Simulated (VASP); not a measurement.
A run of VASP 6.6.1 is set up as follows.

The input INCAR:

```
PREC = Accurate
ENCUT = 520
EDIFF = 1E-6
ISMEAR = 0
SIGMA = 0.15
LREAL = False
LASPH = True
NELM = 80
ALGO = Fast
ISIF = 2
LWAVE = False
LCHARG = False
GGA = PS
NBANDS = 18
```

Contents of KPOINTS:

```
regular mesh
0
Gamma
  14 14 14
```

Contents of POSCAR:

```
Cu
1.0
    1.2147975456     -3.9598457502      0.0000000000
    1.2147975456      3.9598457502      0.0000000000
    0.0000000000      0.0000000000      2.4677050577
Cu
2
Direct
    0.1264709797      0.8588272892      0.2536728326
    0.8735290203      0.1411727108      0.7463271674
```

Potentials or basis: VASP PAW PBE potentials, release 64 (Cu).

Command:

```console
$ cat potpaw_PBE.64/Cu/POTCAR > POTCAR
$ mpirun -np 1 vasp_std > vasp.out
```

Q: What does it give for the largest force?

A: 0.065 eV/Å.

Q: Estimate the band gap on the k mesh.

A: Zero (bands 11 and 12 overlap by 5.63 eV).

Forces in eV/Å, atoms in the order of the input:
```
Cu   0.038  0.005 -0.052
Cu  -0.038 -0.005  0.052
```

Caveat: the cell differs from its parent crystal (atoms moved at random); the PAW data sets were made with another functional, which shifts forces and pressure a little.
